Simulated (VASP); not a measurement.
# GaSb3 (I4mm) in VASP: further runs

GaSb3 is run at these levels: PBE+D3(BJ); tasks: single point.

All numbers are computed with VASP 6.6.1; they aren't measurements. Logs are shortened: lines on timing, memory, paths and dates and some standing lists are left out, and cuts for length are marked.

## 1. The cell of the first run

Symmetry: I4mm, No. 107, tetragonal system. The conventional cell has a = 5.159 Å, b = 5.159 Å, c = 7.296 Å, α = 90.00°, β = 90.00°, γ = 90.00°. Ga (site symmetry 4mm) has 14 Sb at 3.00 to 3.95 Å within 4.0 Å. Sb (site symmetry 2mm) has 4 Ga at 3.00 to 3.34 Å and 10 Sb at 3.16 to 3.65 Å within 3.9 Å. Sb (site symmetry 4mm) has 8 Sb at 3.16 Å and 6 Ga at 3.35 to 3.95 Å within 4.2 Å.

## 2. Single point, PBE+D3(BJ) (atom 1 (Ga) moved -0.300 Å towards its neighbour atom 4 (Sb) at 3.648 Å)

The input, INCAR:

```
PREC = Accurate
ENCUT = 520
EDIFF = 1E-6
ISMEAR = 0
SIGMA = 0.15
LREAL = F
LASPH = T
NELM = 100
ALGO = Normal
ISIF = 2
LWAVE = F
LCHARG = F
GGA = PE
IVDW = 12
NBANDS = 22
```

The input, KPOINTS:

```
Automatic mesh
0
Gamma
  12 12 12
```

The input, POSCAR:

```
GaSb3
1.0
    0.0000000000      3.6478901005      3.6478901005
    3.6478901005      0.0000000000      3.6478901005
    3.6478901005      3.6478901005      0.0000000000
Ga Sb
1 3
Direct
    0.0411196598      0.0411196598     -0.0411196598
    0.2500000000      0.2500000000      0.2500000000
    0.7500000000      0.7500000000      0.7500000000
    0.5000000000      0.5000000000      0.5000000000
```

Potentials or basis: VASP PAW PBE potentials, release 64 (Ga_d, Sb).

Command:

```bash
> cat potpaw_PBE.64/Ga_d/POTCAR potpaw_PBE.64/Sb/POTCAR > POTCAR
> mpirun -np 1 vasp_std > vasp.out
```

OUTCAR:

```text
PREC = Accurate
   ENCUT = 520
   EDIFF = 1E-6
   ISMEAR = 0
   LREAL = F
   LASPH = T
   NELM = 100
   ISIF = 2
   GGA = PE
   IVDW = 12
 IVDW          = 12

 ion  position               nearest neighbor table
   1  0.041  0.041  0.959-   3 3.00   3 3.00   2 3.00   2 3.00   3 3.34   3 3.34   2 3.34   2 3.34
                             4 3.35
   2  0.250  0.250  0.250-   1 3.00   1 3.00   4 3.16   4 3.16   4 3.16   4 3.16   1 3.34   1 3.34
                             3 3.65   3 3.65   3 3.65   3 3.65   3 3.65   3 3.65
   3  0.750  0.750  0.750-   1 3.00   1 3.00   4 3.16   4 3.16   4 3.16   4 3.16   1 3.34   1 3.34
                             2 3.65   2 3.65   2 3.65   2 3.65   2 3.65   2 3.65
   4  0.500  0.500  0.500-   2 3.16   3 3.16   2 3.16   2 3.16   2 3.16   3 3.16   3 3.16   3 3.16
                             1 3.35

  LATTYP: Found a face centered cubic cell.
 ALAT       =     7.2957802010

  Lattice vectors:

 A1 = (   0.0000000000,   3.6478901005,   3.6478901005)
 A2 = (   3.6478901005,   0.0000000000,   3.6478901005)
 A3 = (   3.6478901005,   3.6478901005,   0.0000000000)

Analysis of symmetry for initial positions (statically):
=====================================================================
 Subroutine PRICEL returns:
 Original cell was already a primitive cell.

 Routine SETGRP: Setting up the symmetry group for a
 face centered cubic supercell.

 Subroutine GETGRP returns: Found  8 space group operations
 (whereof  8 operations were pure point group operations)
 out of a pool of 48 trial point group operations.

The static configuration has the point symmetry C_4v.

Analysis of symmetry for dynamics (positions and initial velocities):
=====================================================================
 Subroutine PRICEL returns:
 Original cell was already a primitive cell.

 Routine SETGRP: Setting up the symmetry group for a
 face centered cubic supercell.

 Subroutine GETGRP returns: Found  8 space group operations
 (whereof  8 operations were pure point group operations)
 out of a pool of 48 trial point group operations.

The dynamic configuration has the point symmetry C_4v.

 Subroutine INISYM returns: Found  8 space group operations
 (whereof  8 operations are pure point group operations),
 and found     1 'primitive' translations

----------------------------------------------------------------------------------------

                                     Primitive cell

  volume of cell :      97.0857

  direct lattice vectors                    reciprocal lattice vectors
     0.000000000  3.647890101  3.647890101    -0.137065533  0.137065533  0.137065533
     3.647890101  0.000000000  3.647890101     0.137065533 -0.137065533  0.137065533
     3.647890101  3.647890101  0.000000000     0.137065533  0.137065533 -0.137065533

  length of vectors
     5.158895654  5.158895654  5.158895654     0.237404467  0.237404467  0.237404467

  position of ions in fractional coordinates (direct lattice)
     0.041119660  0.041119660  0.958880340
     0.250000000  0.250000000  0.250000000
     0.750000000  0.750000000  0.750000000
     0.500000000  0.500000000  0.500000000

  ion indices of the primitive-cell ions
   primitive index   ion index
                 1           1
                 2           2
                 3           3
                 4           4

----------------------------------------------------------------------------------------

 KPOINTS: Automatic mesh

Automatic generation of k-mesh.
 Grid dimensions read from file:
 generate k-points for:   12   12   12

 Generating k-lattice:

  Cartesian coordinates                     Fractional coordinates (reciprocal lattice)
    -0.011422128  0.011422128  0.011422128     0.083333333  0.000000000  0.000000000
     0.011422128 -0.011422128  0.011422128     0.000000000  0.083333333  0.000000000
     0.011422128  0.011422128 -0.011422128     0.000000000  0.000000000  0.083333333

  Length of vectors
     0.019783706  0.019783706  0.019783706

  Shift w.r.t. Gamma in fractional coordinates (k-lattice)
     0.000000000  0.000000000  0.000000000

 Subroutine IBZKPT returns following result:
 ===========================================

 Found    163 irreducible k-points:

 Following reciprocal coordinates:
            Coordinates               Weight
  0.000000  0.000000  0.000000      1.000000
  0.083333  0.000000  0.000000      8.000000
  0.166667  0.000000  0.000000      8.000000
  0.250000  0.000000  0.000000      8.000000
  0.333333  0.000000  0.000000      8.000000
  0.416667  0.000000  0.000000      8.000000
[... 16 lines left out ...]
  0.000000 -0.333333  0.083333     16.000000
 -0.250000  0.083333  0.000000      8.000000
 [... further k-points ...]
   k-points           NKPTS =    163   k-points in BZ     NKDIM =    163   number of bands    NBANDS=     22
   number of dos      NEDOS =    301   number of ions     NIONS =      4
   total plane-waves  NPLWV =  64000
   dimension x,y,z NGX =    40 NGY =   40 NGZ =   40
   dimension x,y,z NGXF=    80 NGYF=   80 NGZF=   80
   ions per type =               1   3
   NGX,Y,Z   is equivalent  to a cutoff of  12.89, 12.89, 12.89 a.u.
   NGXF,Y,Z  is equivalent  to a cutoff of  25.78, 25.78, 25.78 a.u.
 SYSTEM =  unknown system
   PREC   = accura    normal or accurate (medium, high low for compatibility)
   ISTART =      0    job   : 0-new  1-cont  2-samecut
   ICHARG =      2    charge: 1-file 2-atom 10-const
   ISPIN  =      1    spin polarized calculation?
   LNONCOLLINEAR =      F non collinear calculations
   LSORBIT =      F    spin-orbit coupling
   LASPH  =      T    aspherical Exc in radial PAW
   ENCUT  =  520.0 eV  38.22 Ry    6.18 a.u.   9.59  9.59  9.59*2*pi/ulx,y,z
   NELM   =    100;   NELMIN=  2; NELMDL= -5     # of ELM steps
   EDIFF  = 0.1E-05   stopping-criterion for ELM
   LREAL  =      F    real-space projection
   EDIFFG = 0.1E-04   stopping-criterion for IOM
   NSW    =      0    number of steps for IOM
   IBRION =     -1    ionic relax: 0-MD 1-quasi-New 2-CG
   NFREE  =      0    steps in history (QN), initial steepest desc. (CG)
   ISIF   =      2    stress and relaxation
   ISYM   =      2    0-nonsym 1-usesym 2-fastsym
   POTIM  = 0.5000    time-step for ionic-motion
   TEBEG  =    0.0;   TEEND  =   0.0 temperature during run
   PSTRESS=    0.0 pullay stress
   NELECT =      28.0000    total number of electrons
   NUPDOWN=      -1.0000    fix difference up-down
   EMIN   =  10.00;   EMAX   =-10.00  energy-range for DOS
   EFERMI =   0.00;   METHOD = LEGACY
   ISMEAR =     0;   SIGMA  =   0.15  broadening in eV -4-tet -1-fermi 0-gaus
   EFERMI_NEDOS =   21; number of points for ismear=-14 and -15
   IALGO  =     38    algorithm
   IMIX   =      4    mixing-type and parameters
     AMIX     =   0.40;   BMIX     =  1.00
     AMIX_MAG =   1.60;   BMIX_MAG =  1.00
  volume/ion in A,a.u.               =      24.27       163.79
  Fermi-wavevector in a.u.,A,eV,Ry     =   1.081623  2.043970 15.917558  1.169908
  Thomas-Fermi vector in A             =   2.217644
   LORBIT       =      0    0 simple, 1 ext, 2 COOP (PROOUT), +10 PAW based schemes
   GGA     = PE    functional components
   LHFCALC =     F    Hartree Fock is set to
   AEXX    =    0.0000 exact exchange contribution
   IVDW    =    12    specifies the selected vdW correction
   LEPSILON=     F    determine dielectric tensor
   LRPA    =     F    only Hartree local field effects (RPA)
 non-spin polarized calculation
 Gauss-broadening in eV      SIGMA  =   0.15
  energy-cutoff  :      520.00
  volume of cell :       97.09
 maximum number of plane-waves:      2685
   NGX = 19   NGY = 19   NGZ = 19

 number of electron      28.0000000 magnetization

 Free energy of the ion-electron system (eV)
  ---------------------------------------------------
  ext. energy  EPLUGINS =         0.00000000
  ---------------------------------------------------
  free energy    TOTEN  =       -14.40771401 eV

  energy without entropy =      -14.38208737  energy(sigma->0) =      -14.39490069

 E-fermi :   8.2309     XC(G=0): -10.4810

 val. band max:        8.2305176769   @ k =   0.1667  -0.3333   0.3333
 cond. band min:       8.2364843317   @ k =   0.0833   0.5000   0.3333
 fundamental gap:      0.0059666548
 Fermi energy:         8.2309382128

 k-point     1 :       0.0000    0.0000    0.0000
  band No.  band energies     occupation
      1      -6.5849      2.00000
      2      -6.5849      2.00000
      3      -6.5846      2.00000
      4      -6.5722      2.00000
      5      -6.5618      2.00000
      6      -4.7041      2.00000
[... 14 lines left out ...]
     21      15.6707      0.00000
     22      15.6970      0.00000

 k-point     2 :       0.0833    0.0000    0.0000
  band No.  band energies     occupation
      1      -6.5857      2.00000
      2      -6.5847      2.00000
      3      -6.5840      2.00000
      4      -6.5722      2.00000
      5      -6.5618      2.00000
      6      -4.6471      2.00000
[... 14 lines left out ...]
     21      15.1425      0.00000
     22      15.5361      0.00000

 k-point     3 :       0.1667    0.0000    0.0000
  band No.  band energies     occupation
      1      -6.5870      2.00000
      2      -6.5841      2.00000
      3      -6.5833      2.00000
      4      -6.5724      2.00000
      5      -6.5620      2.00000
      6      -4.4766      2.00000
[... 14 lines left out ...]
     21      13.9625      0.00000
     22      15.0655      0.00000
[... 476 lines left out ...]
 k-point    23 :       0.0000   -0.3333    0.0833
  band No.  band energies     occupation
      1      -6.5907      2.00000
      2      -6.5832      2.00000
      3      -6.5816      2.00000
      4      -6.5728      2.00000
      5      -6.5626      2.00000
      6      -3.6159      2.00000
[... 14 lines left out ...]
     21      13.3315      0.00000
     22      14.8254      0.00000

 k-point    24 :      -0.2500    0.0833    0.0000
  band No.  band energies     occupation
      1      -6.5893      2.00000
      2      -6.5831      2.00000
      3      -6.5825      2.00000
      4      -6.5722      2.00000
      5      -6.5627      2.00000
      6      -4.0269      2.00000
[... 14 lines left out ...]
     21      14.0155      0.00000
     22      14.2491      0.00000

 [... further k-points ...]

------------------------ aborting loop because EDIFF is reached ----------------------------------------

 Edisp (eV)   -1.91720

 E8    (eV) :    -0.8849

  FORCE on cell =-STRESS in cart. coord.  units (eV):
  Direction    XX          YY          ZZ          XY          YZ          ZX
  --------------------------------------------------------------------------------------
  -------------------------------------------------------------------------------------
  Total       0.66207     0.66207     0.37433     0.00000    -0.00000     0.00000
  in kB      10.92601    10.92601     6.17752     0.00000    -0.00000     0.00000
  external pressure =        9.34 kB  Pullay stress =        0.00 kB

 VOLUME and BASIS-vectors are now :
 -----------------------------------------------------------------------------
  energy-cutoff  :      520.00
  volume of cell :       97.09
      direct lattice vectors                 reciprocal lattice vectors
     0.000000000  3.647890101  3.647890101    -0.137065533  0.137065533  0.137065533
     3.647890101  0.000000000  3.647890101     0.137065533 -0.137065533  0.137065533
     3.647890101  3.647890101  0.000000000     0.137065533  0.137065533 -0.137065533

 POSITION                                       TOTAL-FORCE (eV/Angst)
 -----------------------------------------------------------------------------------
      3.64789      3.64789      0.30000         0.000000      0.000000     -0.551453
      1.82395      1.82395      1.82395         0.000000      0.000000      0.107473
      5.47184      5.47184      5.47184         0.000000      0.000000      0.107473
      3.64789      3.64789      3.64789         0.000000      0.000000      0.336506
 -----------------------------------------------------------------------------------
    total drift:                                0.000002      0.000002      0.002009

  FREE ENERGIE OF THE ION-ELECTRON SYSTEM (eV)
  ---------------------------------------------------
  free  energy   TOTEN  =       -16.3249186001 eV

  energy  without entropy=      -16.2992919613  energy(sigma->0) =      -16.31210528
```

Wall time 5.4 min (1 thread of Intel Xeon 8259CL, shared host); peak memory 0.49 GiB.

Results:

```yaml
Free_energy: -16.3249 eV
Pressure: 0.9 GPa
Largest_force: 0.551 eV/Å
Band_gap_on_the_k_mesh: zero (bands 14 and 15 overlap by 4.00 eV)
Dispersion_energy_per_atom: -0.479 eV
```

Forces in eV/Å, atoms in the order of the input:
```
Ga   0.000  0.000 -0.551
Sb   0.000  0.000  0.107
Sb   0.000  0.000  0.107
Sb   0.000  0.000  0.337
```

Caveat: the cell differs from its parent crystal (atom 1 (Ga) moved -0.300 Å towards its neighbour atom 4 (Sb) at 3.648 Å); spin-orbit coupling is left out, which moves the levels of the heavy elements.

## 3. Single point, PBE+D3(BJ) (atom 1 (Ga) moved +0.200 Å towards its neighbour atom 4 (Sb) at 3.648 Å)

Edit INCAR of step 2 so:

```diff
@@ -7,3 +7,3 @@
 LASPH = T
-NELM = 100
+NELM = 60
 ALGO = Normal
```

KPOINTS is that of step 2.

Edit POSCAR of step 2 so:

```diff
@@ -8,3 +8,3 @@
 Direct
-    0.0411196598      0.0411196598     -0.0411196598
+   -0.0274131065     -0.0274131065      0.0274131065
     0.2500000000      0.2500000000      0.2500000000
```

Potentials or basis: VASP PAW PBE potentials, release 64 (Ga_d, Sb).

Command:

```bash
> cat potpaw_PBE.64/Ga_d/POTCAR potpaw_PBE.64/Sb/POTCAR > POTCAR
> mpirun -np 1 vasp_std > vasp.out
```

Wall time 6 min (1 thread of Intel Xeon 8259CL, shared host); peak memory 0.49 GiB.

It converged, with:

| Property | Result |
| --- | --- |
| Free energy | -16.3707 eV |
| Pressure | 0.6 GPa |
| Largest force | 0.364 eV/Å |
| Band gap on the k mesh | zero (bands 14 and 15 overlap by 4.08 eV) |
| Dispersion energy per atom | -0.479 eV |

Forces in eV/Å, atoms in the order of the input:
```
Ga   0.000  0.000  0.364
Sb   0.000  0.000 -0.070
Sb   0.000  0.000 -0.070
Sb   0.000  0.000 -0.224
```

Stress tensor (GPa, compression positive):
```
0.65 0.00 0.00
0.00 0.65 0.00
0.00 0.00 0.43
```

Levels at points of the mesh, in eV from the Fermi level:
```csv
k point,band 12,band 13,band 14,band 15,band 16,band 17
"(0.00, 0.00, 0.00)",-2.72,-2.53,-2.53,-2.51,-0.71,-0.71
"(0.50, 0.00, 0.00)",-2.81,-2.75,-0.18,0.16,2.14,2.17
"(0.50, 0.50, 0.00)",0.85,1.10,1.10,1.30,2.08,2.08
"(0.00, 0.50, 0.50)",0.91,1.15,1.17,1.27,2.02,2.08
```

Caveat: the cell differs from its parent crystal (atom 1 (Ga) moved +0.200 Å towards its neighbour atom 4 (Sb) at 3.648 Å); spin-orbit coupling is left out, which moves the levels of the heavy elements.
